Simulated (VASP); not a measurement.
Set up this calculation in VASP 6.6.1, as the native input.

- Task: single point
- Functional: PBE
- Potentials or basis: VASP PAW PBE potentials, release 64 (Cu_sv_GW, Sb_d_GW)
- Cutoff: 700 eV
- k mesh: 3 × 3 × 4
- Occupations: gaussian, width 0.1 eV
- Spin: no spin polarisation
- Dipole correction: no
- Further INCAR settings: ALGO = Normal; EDIFF = 1e-06; NBANDS = 52

The structure of Cu3Sb2 lies in POSCAR:

```
Cu3Sb2
1.0
    5.7782189800      0.0000000000      0.0000000000
   -2.8891094900      5.0040844300      0.0000000000
    0.0000000000      0.0000000000      4.0238742500
Cu Sb
3 2
Direct
    0.3333333300      0.6666666700      0.0000000000
    0.6666666700      0.3333333300      0.0000000000
    0.0000000000      0.0000000000      0.0000000000
    0.3333333300      0.6666666700      0.5000000000
    0.6666666700      0.3333333300      0.5000000000
```

The cell was built from a structure type or drawn by symmetry, and may not be a known phase.

One way to write it, as run:

INCAR

```
PREC = Accurate
ENCUT = 700
EDIFF = 1E-6
ISMEAR = 0
SIGMA = 0.1
LREAL = False
LASPH = True
NELM = 120
ALGO = Normal
ISIF = 2
LWAVE = False
LCHARG = False
GGA = PE
NBANDS = 52
GGA_COMPAT = False
```

KPOINTS

```
regular mesh
0
Gamma
  3 3 4
```

Potentials or basis: VASP PAW PBE potentials, release 64 (Cu_sv_GW, Sb_d_GW).

Command:

```bash
$ cat potpaw_PBE.64/Cu_sv_GW/POTCAR potpaw_PBE.64/Sb_d_GW/POTCAR > POTCAR
$ mpirun -np 1 vasp_std > vasp.out
```

Results of the run:

```json
{
  "Pressure": "30.9 GPa",
  "Band gap on the k mesh": "zero (an odd number of electrons rules out a gap without spin polarisation)"
}
```

Caveat: the k points lie up to 0.42 Å⁻¹ apart, too coarse for converged energies and pressures of a metal; spin-orbit coupling is left out, which moves the levels of the heavy elements.

Wall time 2.9 min on 1 thread of Intel(R) Xeon(R) Platinum 8488C (Sapphire Rapids), with other jobs on the host, peak memory 0.34 GiB.
